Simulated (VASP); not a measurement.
The system is Sb.

```
Sb
1.0
     3.08334    0.00000    0.00000
     0.00000    3.08334    0.00000
     0.00000    0.00000    3.08334
Sb
1
Direct
  0.00000 0.00000 0.00000
```

Base run:

- Program: VASP 6.6.1
- Functional: PBEsol
- Potentials or basis: VASP PAW PBE potentials, release 64 (Sb)
- Cutoff: 520 eV
- k mesh: 12 × 12 × 12
- Occupations: fermi-dirac, width 0.15 eV
- Spin: no spin polarisation

Its results: pressure -1.0 GPa.

Q: The run is repeated on the same cell with these changes: occupations from fermi-dirac, width 0.15 eV to tetrahedron. What comes out?

A: Pressure -1.5 GPa.

Caveats: the PAW data sets were made with another functional, which shifts forces and pressure a little; tetrahedron occupations give inexact forces and stress in metals (some runs).
